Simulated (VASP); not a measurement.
# Ta in VASP: a series of runs

Ta is run at these levels: PBEsol; tasks: single point.

All numbers are computed with VASP 6.6.1; they aren't measurements. Logs are shortened: lines on timing, memory, paths and dates and some standing lists are left out, and cuts for length are marked.

### 1 The cell of the first run

The cell holds a slab with vacuum, 6 atoms: a = 4.642 Å, b = 4.642 Å, c = 20.737 Å, α = 90.00°, β = 90.00°, γ = 120.00°.

### 2 Single point, PBEsol

The input, INCAR:

```
SYSTEM = Ta
ALGO = Normal
DIPOL = 0.5 0.5 0.500
EDIFF = 1E-6
ENCUT = 520
GGA = PS
IDIPOL = 3
ISIF = 2
ISMEAR = -1
LASPH = .TRUE.
LCHARG = .TRUE.
LDIPOL = .TRUE.
LELF = .TRUE.
LREAL = .FALSE.
LVACPOTAV = .TRUE.
LVHAR = .TRUE.
LWAVE = .FALSE.
NBANDS = 42
NELM = 80
PREC = Accurate
SIGMA = 0.05
```

The input, KPOINTS:

```
k-points
0
G
  9 9 1
  0 0 0
```

The input, POSCAR:

```
Ta
1.0
    4.6415170996      0.0000000000      0.0000000000
   -2.3207585498      4.0196717203      0.0000000000
    0.0000000000      0.0000000000     20.7372000000
Ta
6
Direct
    0.1666666665      0.3333333335      0.3857794554
    0.5000000005      0.9999999995      0.4314676731
    0.8333333335      0.6666666665      0.4771558909
    0.1666666665      0.3333333335      0.5228441087
    0.5000000005      0.9999999995      0.5685323269
    0.8333333335      0.6666666665      0.6142205446
```

Potentials or basis: VASP PAW PBE potentials, release 64 (Ta_pv).

Run with:

```
$ cat potpaw_PBE.64/Ta_pv/POTCAR > POTCAR
$ mpirun -np 1 vasp_std > vasp.out
```

OUTCAR:

```text
SYSTEM = Ta
   EDIFF = 1E-6
   ENCUT = 520
   GGA = PS
   ISIF = 2
   ISMEAR = -1
   LASPH = .TRUE.
   LREAL = .FALSE.
   NELM = 80
   PREC = Accurate

 ion  position               nearest neighbor table
   1  0.167  0.333  0.386-   2 2.84   2 2.84   4 2.84   2 2.84   3 3.28   3 3.28   3 3.28
   2  0.500  1.000  0.431-   1 2.84   1 2.84   3 2.84   3 2.84   3 2.84   1 2.84   5 2.84   4 3.28
                             4 3.28   4 3.28
   3  0.833  0.667  0.477-   2 2.84   4 2.84   4 2.84   2 2.84   2 2.84   4 2.84   6 2.84   1 3.28
                             1 3.28   1 3.28   5 3.28   5 3.28   5 3.28
   4  0.167  0.333  0.523-   1 2.84   3 2.84   5 2.84   5 2.84   3 2.84   3 2.84   5 2.84   2 3.28
                             2 3.28   6 3.28   2 3.28   6 3.28   6 3.28
   5  0.500  1.000  0.569-   6 2.84   4 2.84   4 2.84   6 2.84   6 2.84   2 2.84   4 2.84   3 3.28
                             3 3.28   3 3.28
   6  0.833  0.667  0.614-   5 2.84   5 2.84   5 2.84   3 2.84   4 3.28   4 3.28   4 3.28

  LATTYP: Found a hexagonal cell.
 ALAT       =     4.6415170996
 C/A-ratio  =     4.4677633530

  Lattice vectors:

 A1 = (   4.6415170996,   0.0000000000,   0.0000000000)
 A2 = (  -2.3207585498,   4.0196717203,   0.0000000000)
 A3 = (   0.0000000000,   0.0000000000,  20.7372000000)

Analysis of symmetry for initial positions (statically):
=====================================================================
 Subroutine PRICEL returns:
 Original cell was already a primitive cell.

 Routine SETGRP: Setting up the symmetry group for a
 hexagonal supercell.

 Subroutine GETGRP returns: Found 12 space group operations
 (whereof  4 operations were pure point group operations)
 out of a pool of 24 trial point group operations.

The static configuration has the point symmetry C_2h.
 The point group associated with its full space group is D_3d.

Analysis of symmetry for dynamics (positions and initial velocities):
=====================================================================
 Subroutine PRICEL returns:
 Original cell was already a primitive cell.

 Routine SETGRP: Setting up the symmetry group for a
 hexagonal supercell.

 Subroutine GETGRP returns: Found 12 space group operations
 (whereof  4 operations were pure point group operations)
 out of a pool of 24 trial point group operations.

The dynamic configuration has the point symmetry C_2h.
 The point group associated with its full space group is D_3d.

 Subroutine INISYM returns: Found 12 space group operations
 (whereof  4 operations are pure point group operations),
 and found     1 'primitive' translations

----------------------------------------------------------------------------------------

                                     Primitive cell

  volume of cell :     386.9017

  direct lattice vectors                    reciprocal lattice vectors
     4.641517100  0.000000000  0.000000000     0.215446799  0.124388267  0.000000000
    -2.320758550  4.019671720  0.000000000     0.000000000  0.248776534  0.000000000
     0.000000000  0.000000000 20.737200000     0.000000000  0.000000000  0.048222518

  length of vectors
     4.641517100  4.641517100 20.737200000     0.248776534  0.248776534  0.048222518

  position of ions in fractional coordinates (direct lattice)
     0.166666666  0.333333334  0.385779455
     0.500000001  0.999999999  0.431467673
     0.833333334  0.666666666  0.477155891
     0.166666666  0.333333334  0.522844109
     0.500000001  0.999999999  0.568532327
     0.833333334  0.666666666  0.614220545

  ion indices of the primitive-cell ions
   primitive index   ion index
                 1           1
                 2           2
                 3           3
                 4           4
                 5           5
                 6           6

----------------------------------------------------------------------------------------

 KPOINTS: k-points

Automatic generation of k-mesh.
 Grid dimensions read from file:
 generate k-points for:    9    9    1

 Generating k-lattice:

  Cartesian coordinates                     Fractional coordinates (reciprocal lattice)
     0.023938533  0.013820919  0.000000000     0.111111111  0.000000000  0.000000000
     0.000000000  0.027641837  0.000000000     0.000000000  0.111111111  0.000000000
     0.000000000  0.000000000  0.048222518     0.000000000  0.000000000  1.000000000

  Length of vectors
     0.027641837  0.027641837  0.048222518

  Shift w.r.t. Gamma in fractional coordinates (k-lattice)
     0.000000000  0.000000000  0.000000000

 Subroutine IBZKPT returns following result:
 ===========================================

 Found     12 irreducible k-points:

 Following reciprocal coordinates:
            Coordinates               Weight
  0.000000  0.000000  0.000000      1.000000
  0.111111  0.000000  0.000000      6.000000
  0.222222  0.000000  0.000000      6.000000
  0.333333  0.000000  0.000000      6.000000
[... 114 lines left out ...]
      6     -35.2697      2.00000
[... 34 lines left out ...]
     41       1.5208      0.00000
     42       1.5458      0.00000

 k-point     4 :       0.3333    0.0000    0.0000
  band No.  band energies     occupation
      1     -35.5938      2.00000
      2     -35.5485      2.00000
      3     -35.4104      2.00000
      4     -35.3041      2.00000
      5     -35.2874      2.00000
      6     -35.2703      2.00000
[... 34 lines left out ...]
     41       1.4598      0.00000
     42       1.7182      0.00000

 k-point     5 :       0.4444    0.0000    0.0000
  band No.  band energies     occupation
      1     -35.6043      2.00000
      2     -35.5577      2.00000
      3     -35.4370      2.00000
      4     -35.3129      2.00000
      5     -35.2710      2.00000
      6     -35.2649      2.00000
[... 34 lines left out ...]
     41       1.1118      0.00000
     42       1.7417      0.00000

 k-point     6 :       0.1111    0.1111    0.0000
  band No.  band energies     occupation
      1     -35.5750      2.00000
      2     -35.5313      2.00000
      3     -35.3355      2.00000
      4     -35.3220      2.00000
      5     -35.2862      2.00000
      6     -35.2679      2.00000
[... 34 lines left out ...]
     41       1.3854      0.00000
     42       1.6342      0.00000

 k-point     7 :       0.2222    0.1111    0.0000
  band No.  band energies     occupation
      1     -35.5885      2.00000
      2     -35.5459      2.00000
      3     -35.3732      2.00000
      4     -35.3230      2.00000
      5     -35.2923      2.00000
      6     -35.2634      2.00000
[... 34 lines left out ...]
     41       1.2850      0.00000
     42       1.6682      0.00000

 k-point     8 :       0.3333    0.1111    0.0000
  band No.  band energies     occupation
      1     -35.6008      2.00000
      2     -35.5598      2.00000
      3     -35.4072      2.00000
      4     -35.3202      2.00000
      5     -35.2744      2.00000
      6     -35.2606      2.00000
[... 34 lines left out ...]
     41       1.0699      0.00000
     42       1.5155      0.00000

 k-point     9 :       0.4444    0.1111    0.0000
  band No.  band energies     occupation
      1     -35.6058      2.00000
      2     -35.5653      2.00000
      3     -35.4200      2.00000
      4     -35.3204      2.00000
      5     -35.2682      2.00000
      6     -35.2526      2.00000
[... 34 lines left out ...]
     41       0.9474      0.00000
     42       1.6099      0.00000

 k-point    10 :       0.2222    0.2222    0.0000
  band No.  band energies     occupation
      1     -35.5984      2.00000
      2     -35.5634      2.00000
      3     -35.3548      2.00000
      4     -35.3491      2.00000
      5     -35.2859      2.00000
      6     -35.2509      2.00000
[... 34 lines left out ...]
     41       0.9130      0.00000
     42       1.2322      0.00000

 k-point    11 :       0.3333    0.2222    0.0000
  band No.  band energies     occupation
      1     -35.6027      2.00000
      2     -35.5778      2.00000
      3     -35.3693      2.00000
      4     -35.3323      2.00000
      5     -35.2673      2.00000
      6     -35.2410      2.00000
[... 34 lines left out ...]
     41       0.8636      0.00000
     42       1.0601      0.00000

 k-point    12 :       0.3333    0.3333    0.0000
  band No.  band energies     occupation
      1     -35.5945      2.00000
      2     -35.5945      2.00000
      3     -35.3374      2.00000
      4     -35.3374      2.00000
      5     -35.2650      2.00000
      6     -35.2324      2.00000
[... 34 lines left out ...]
     41       0.8180      0.00000
     42       0.8180      0.00000

------------------------ aborting loop because EDIFF is reached ----------------------------------------

  FORCE on cell =-STRESS in cart. coord.  units (eV):
  Direction    XX          YY          ZZ          XY          YZ          ZX
  --------------------------------------------------------------------------------------
  -------------------------------------------------------------------------------------
  Total      -10.6326874    -10.6326874    -12.3100087      0.0000000     -0.0000000     -0.0000000
  in kB      -44.0304344    -44.0304344    -50.9762969      0.0000000     -0.0000000     -0.0000000
  external PRESSURE =     -46.3457219 kB  Pullay stress =       0.0000000 kB

 VOLUME and BASIS-vectors are now :
 -----------------------------------------------------------------------------
  energy-cutoff  :      520.00
  volume of cell :      386.90
      direct lattice vectors                 reciprocal lattice vectors
     4.641517100  0.000000000  0.000000000     0.215446799  0.124388267  0.000000000
    -2.320758550  4.019671720  0.000000000     0.000000000  0.248776534  0.000000000
     0.000000000  0.000000000 20.737200000     0.000000000  0.000000000  0.048222518

 POSITION                                       TOTAL-FORCE (eV/Angst)
 -----------------------------------------------------------------------------------
     -0.00000      1.33989      7.99999        -0.000000     -0.000000      2.349509
      0.00000      4.01967      8.94743         0.000000      0.000000      0.542762
      2.32076      2.67978      9.89488         0.000000     -0.000000     -0.420109
     -0.00000      1.33989     10.84232         0.000000      0.000000      0.420109
      0.00000      4.01967     11.78977         0.000000      0.000000     -0.542762
      2.32076      2.67978     12.73721        -0.000000      0.000000     -2.349509
 -----------------------------------------------------------------------------------
    total drift:                               -0.000002      0.000001      0.000009

  FREE ENERGIE OF THE ION-ELECTRON SYSTEM (eV)
  ---------------------------------------------------
  free  energy   TOTEN  =       -67.5473442919 eV

  energy  without entropy=      -67.4790869077  energy(sigma->0) =      -67.51321560

 vacuum level on the upper side and lower side of the slab         2.617         2.617
```

Wall time 6.5 min (1 thread of Intel Xeon Platinum 8259CL at 2.50GHz (Skylake/Cascade Lake), shared host); peak memory 0.53 GiB.

What came out:

- Free energy: -67.5473 eV
- Largest force: 2.350 eV/Å
- Band gap on the k mesh: zero (filled and empty bands touch)

Forces on the atoms (eV/Å):
```
Ta   0.000  0.000  2.350
Ta   0.000  0.000  0.543
Ta   0.000  0.000 -0.420
Ta   0.000  0.000  0.420
Ta   0.000  0.000 -0.543
Ta   0.000  0.000 -2.350
```

Caveat: the PAW data sets were made with another functional, which shifts forces and pressure a little; spin-orbit coupling is left out, which moves the levels of the heavy elements.

### 3 Single point, PBEsol

The input, INCAR:

```
SYSTEM = Ta
ALGO     = Normal         ! electronic algorithm
DIPOL    = 0.5 0.5 0.500
EDIFF    = 1E-7           ! SCF threshold, eV
ENCUT    = 520            ! plane-wave cutoff, eV
GGA      = PS             ! functional
IDIPOL   = 3            
ISIF     = 2              ! what is computed and relaxed
ISMEAR   = -1             ! smearing method
LASPH    = .True.         ! aspherical terms in the spheres
LCHARG   = .False.        ! write CHGCAR
LDIPOL   = .True.       
LREAL    = .False.        ! projectors in reciprocal space
LWAVE    = .False.        ! write WAVECAR
NBANDS   = 42             ! bands
NELM     = 100            ! most SCF steps
PREC     = Accurate       ! precision mode
SIGMA    = 0.05           ! smearing width, eV
```

The input, KPOINTS:

```
k-points
0
Gamma
  9 9 1
  0 0 0
```

The input, POSCAR:

```
Ta
1.0
    4.6415170996      0.0000000000      0.0000000000
   -2.3207585498      4.0196717203      0.0000000000
    0.0000000000      0.0000000000     20.7372000000
Ta
6
Direct
    0.1666666667      0.3333333333      0.4003032895
    0.5000000000      1.0000000000      0.4355765075
    0.8333333333      0.6666666667      0.4714784872
    0.1666666667      0.3333333333      0.5285214933
    0.5000000000      1.0000000000      0.5644235197
    0.8333333333      0.6666666667      0.5996967025
```

Potentials or basis: VASP PAW PBE potentials, release 64 (Ta_pv).

Run with:

```
$ cat potpaw_PBE.64/Ta_pv/POTCAR > POTCAR
$ mpirun -np 1 vasp_std > vasp.out
```

Run time: 6.1 min. Hardware: 1 thread of Intel Xeon Platinum 8259CL at 2.50GHz (Skylake/Cascade Lake), shared host; peak memory 0.55 GiB.

The run converged. Its results:

```
Free energy            : -68.4277 eV
Largest force          : 0.010 eV/Å
Band gap on the k mesh : zero (bands 33 and 34 overlap by 0.11 eV)
```

Forces in eV/Å, atoms in the order of the input:
```
Ta   0.000  0.000 -0.010
Ta   0.000  0.000 -0.010
Ta   0.000  0.000  0.001
Ta   0.000  0.000 -0.001
Ta   0.000  0.000  0.010
Ta   0.000  0.000  0.010
```

Levels at points of the mesh, in eV from the Fermi level:
```
           k point  band 30  band 31  band 32  band 33  band 34  band 35  band 36  band 37
(0.00, 0.00, 0.00)    -0.99    -0.78    -0.33    -0.33    -0.01     0.12     0.39     0.39
```

Caveat: the PAW data sets were made with another functional, which shifts forces and pressure a little; spin-orbit coupling is left out, which moves the levels of the heavy elements.

### 4 Single point, PBEsol

The input, INCAR:

```
SYSTEM = Ta
  PREC = Accurate
  ENCUT = 520
  EDIFF = 1E-7
  ISMEAR = -1
  SIGMA = 0.05
  LREAL = .FALSE.
  LASPH = .TRUE.
  NELM = 100
  ALGO = Normal
  ISIF = 2
  LWAVE = .FALSE.
  LCHARG = .FALSE.
  LDIPOL = .TRUE.
  IDIPOL = 3
  DIPOL = 0.5 0.5 0.500
  GGA = PS
  EFIELD = -0.1
  NBANDS = 42
```

The input, KPOINTS:

```
regular mesh
0
G
  9 9 1
  0 0 0
```

POSCAR is that of step 3.

Run with:

```
$ cat potpaw_PBE.64/Ta_pv/POTCAR > POTCAR
$ mpirun -np 1 vasp_std > vasp.out
```

Run time: 8.8 min. Hardware: 1 thread of Intel Xeon Platinum 8259CL at 2.50GHz (Skylake/Cascade Lake), shared host; peak memory 0.53 GiB.

Results (log left out):

| Property | Result |
| --- | --- |
| Free energy | -68.4317 eV |
| Largest force | 0.029 eV/Å |
| Band gap on the k mesh | zero (bands 33 and 34 overlap by 0.11 eV) |

Forces in eV/Å, atoms in the order of the input:
```
Ta   0.000  0.000  0.007
Ta   0.000  0.000 -0.020
Ta   0.000  0.000 -0.007
Ta   0.000  0.000 -0.008
Ta   0.000  0.000 -0.001
Ta   0.000  0.000  0.029
```

Levels at points of the mesh, in eV from the Fermi level:
| k point | band 29 | band 30 | band 31 | band 32 | band 33 | band 34 | band 35 | band 36 | band 37 | band 38 |
| --- | --- | --- | --- | --- | --- | --- | --- | --- | --- | --- |
| (0.00, 0.00, 0.00) | -0.99 | -0.99 | -0.78 | -0.33 | -0.33 | -0.01 | 0.12 | 0.39 | 0.39 | 2.49 |

Caveat: the PAW data sets were made with another functional, which shifts forces and pressure a little; spin-orbit coupling is left out, which moves the levels of the heavy elements.

### 5 Single point, PBEsol

The input, INCAR:

```
PREC = Accurate
ENCUT = 520
EDIFF = 1E-6
ISMEAR = -1
SIGMA = 0.05
LREAL = F
LASPH = T
NELM = 80
ALGO = Normal
ISIF = 2
LWAVE = F
LCHARG = T
GGA = PS
LELF = T
LVHAR = T
NBANDS = 42
```

The input, KPOINTS:

```
Automatic mesh
0
Gamma
  9 9 1
```

POSCAR is that of step 4.

Run with:

```
$ cat potpaw_PBE.64/Ta_pv/POTCAR > POTCAR
$ mpirun -np 1 vasp_std > vasp.out
```

It took 6.2 min on 1 thread of Intel Xeon Platinum 8259CL at 2.50GHz (Skylake/Cascade Lake), shared host; peak memory 0.52 GiB.

It converged, with:

- Free energy: -68.4277 eV
- Largest force: 0.010 eV/Å
- Band gap on the k mesh: zero (bands 33 and 34 overlap by 0.11 eV)

Forces in eV/Å, atoms in the order of the input:
```
Ta   0.000  0.000 -0.010
Ta   0.000  0.000 -0.010
Ta   0.000  0.000  0.001
Ta   0.000  0.000 -0.001
Ta   0.000  0.000  0.010
Ta   0.000  0.000  0.010
```

Levels at points of the mesh, in eV from the Fermi level:
| k point | band 30 | band 31 | band 32 | band 33 | band 34 | band 35 | band 36 | band 37 |
| --- | --- | --- | --- | --- | --- | --- | --- | --- |
| (0.00, 0.00, 0.00) | -0.99 | -0.78 | -0.33 | -0.33 | -0.01 | 0.12 | 0.39 | 0.39 |

Caveat: there is no dipole correction, which matters where the two faces differ; the PAW data sets were made with another functional, which shifts forces and pressure a little; spin-orbit coupling is left out, which moves the levels of the heavy elements.

### 6 Overview

```csv
cell,dipole correction,electric field (eV/Å),gap on the mesh (eV),largest force (eV/Å)
"as given, atomic positions A",yes,-,none,2.35
"as given, atomic positions B",yes,-,none,0.01
"as given, atomic positions B",yes,-0.1 eV/Å,none,0.03
"as given, atomic positions B",no,-,none,0.01
```

Alike in all rows: task single point; level PBEsol; potentials or basis VASP PAW PBE potentials, release 64 (Ta_pv); no spin polarisation; k mesh 9 × 9 × 1; cutoff (eV) 520; smearing fermi-dirac 0.05 eV.

Caveats: the PAW data sets were made with another functional, which shifts forces and pressure a little; spin-orbit coupling is left out, which moves the levels of the heavy elements; there is no dipole correction, which matters where the two faces differ (at least some runs).

Total energies depend on the potentials used, so only differences within one code and one set of settings carry meaning.
